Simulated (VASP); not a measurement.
A run of VASP 6.6.1:

Contents of INCAR:

```
SYSTEM = Cs
  PREC = Accurate
  ENCUT = 520
  EDIFF = 1E-6
  ISMEAR = 0
  SIGMA = 0.15
  LREAL = .FALSE.
  LASPH = .TRUE.
  NELM = 100
  ALGO = Fast
  ISIF = 2
  LWAVE = .FALSE.
  LCHARG = .FALSE.
  GGA = PE
  NBANDS = 10
```

Contents of KPOINTS:

```
Automatic mesh
0
G
  12 12 12
  0 0 0
```

The input POSCAR:

```
Cs
1.0
   -3.1434000000      3.1434000000      3.0225000000
    3.1434000000     -3.1434000000      3.0225000000
    3.1434000000      3.1434000000     -3.0225000000
Cs
1
Direct
    0.0000000000      0.0000000000      0.0000000000
```

Potentials or basis: VASP PAW PBE potentials, release 64 (Cs_sv).

The run is started by

```bash
$ cat potpaw_PBE.64/Cs_sv/POTCAR > POTCAR
$ mpirun -np 1 vasp_std > vasp.out
```

Hardware: 1 thread of Intel Xeon 8259CL, with other jobs on the host.

Task: Estimate the wall time of this run.

Result: It took 2.9 min on 1 thread of Intel Xeon 8259CL, on a shared host, peak memory 0.36 GiB. Counts: scf iterations 10, k points 163.
